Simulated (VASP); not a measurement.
Input of a VASP 6.6.1 run:

The input INCAR:

```
ALGO = Normal ; EDIFF = 1E-6
ENCUT = 520 ; ISIF = 2
ISMEAR = 0 ; LASPH = True
LCHARG = True ; LELF = True
LREAL = False ; LVHAR = True
LWAVE = False ; NBANDS = 11
NELM = 100 ; PREC = Accurate
SIGMA = 0.01
```

KPOINTS

```
k-points
0
Gamma
  10 10 10
```

POSCAR

```
BeS
1.0
    0.0000000000      2.4343058979      2.4343058979
    2.4343058979      0.0000000000      2.4343058979
    2.4343058979      2.4343058979      0.0000000000
Be S
1 1
Direct
    0.0000000000      0.0000000000      0.0000000000
    0.7500000000      0.7500000000      0.7500000000
```

Potentials or basis: VASP PAW LDA potentials, release 64 (Be, S).

Run with:

```bash
$ cat potpaw_LDA.64/Be/POTCAR potpaw_LDA.64/S/POTCAR > POTCAR
$ mpirun -np 1 vasp_std > vasp.out
```

Question: Predict the band gap on the k mesh.

Answer: 2.93 eV, indirect (least direct gap 5.55 eV).

Question: What does it give for the pressure?

Answer: -4.2 GPa.

A k mesh can miss the band edges. Expect the measured gap to be larger: semilocal functionals such as LDA lack the derivative discontinuity.
